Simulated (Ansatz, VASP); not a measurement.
**Al: VASP beside Ansatz**

File INCAR:

```
  ALGO = Fast
  EDIFF = 1E-6
  ENCUT = 520
  GGA = PE
  ISIF = 2
  ISMEAR = 0
  IVDW = 12
  LASPH = T
  LCHARG = F
  LREAL = F
  LWAVE = F
  NBANDS = 14
  NELM = 60
  PREC = Accurate
  SIGMA = 0.15
```

Contents of KPOINTS:

```
k-points
0
Gamma
  18 18 4
```

Contents of POSCAR:

```
Al
1.0
    2.7392771904      0.0000000000      0.0000000000
   -1.3696385952      2.3722836349      0.0000000000
    0.0000000000      0.0000000000      9.2410470711
Al
4
Direct
   -0.0862699258      0.0000000000      0.0000000000
    0.3333333333      0.6666666667      0.2500000000
    0.0862699258      0.0000000000      0.5000000000
    0.6666666667      0.3333333333      0.7500000000
```

Input for Ansatz:

```yaml
crystal:
  lattice:
    - [2.7392771904, 0.0, 0.0]
    - [-1.3696385952, 2.3722836349, 0.0]
    - [0.0, 0.0, 9.2410470711]
  atoms:
    - { symbol: Al, position: [-0.0862699258, 0.0, 0.0] }
    - { symbol: Al, position: [0.3333333333, 0.6666666667, 0.25] }
    - { symbol: Al, position: [0.0862699258, 0.0, 0.5] }
    - { symbol: Al, position: [0.6666666667, 0.3333333333, 0.75] }
basis:
  ecutwfc: 420
kpoints:
  mp_grid: { grid: [18, 18, 4] }
hamiltonian:
  xc: pbe
  pseudopotentials: { kind: paw, azcp: { folder: soft_1 } }
  dispersion: d3bj
scf:
  occupations: { method: gaussian, width: 0.15 }
output:
  forces: true
  stress: true
  eigenvalues: true
```

Change from the starting cell: mode 4 frozen in at -0.243 Å, equal normal strain along x and y -0.0267.

Alike in both runs: task single point; functional PBE; dispersion D3(BJ); k mesh 18 × 18 × 4; occupations gaussian, width 0.15 eV; no spin polarisation.

|  | VASP | Ansatz |
| --- | --- | --- |
| version | VASP 6.6.1 | Ansatz 0.2.0 |
| potentials or method | VASP PAW PBE potentials, release 64 (Al), cutoff 520 eV | scalar-relativistic, plane waves, PAW |
| valence electrons in the cell | 12 | 12 |

|  | VASP | Ansatz | Ansatz less VASP |
| --- | --- | --- | --- |
| gap on the k mesh at the Fermi level (eV) | none | none | - |
| pressure (GPa) | 5.9 | 5.9 | 0.00 |
| traceless stress, the component that is largest in VASP (GPa) | -1.41 | -1.41 | 0.000 |
| rms of the force components (eV/Å) | 0.097 | 0.098 | +0.0004 |

Atom by atom the forces differ by 0.000 eV/Å (rms over components). A gap of «none» marks a metal or a gap that the smearing closes.
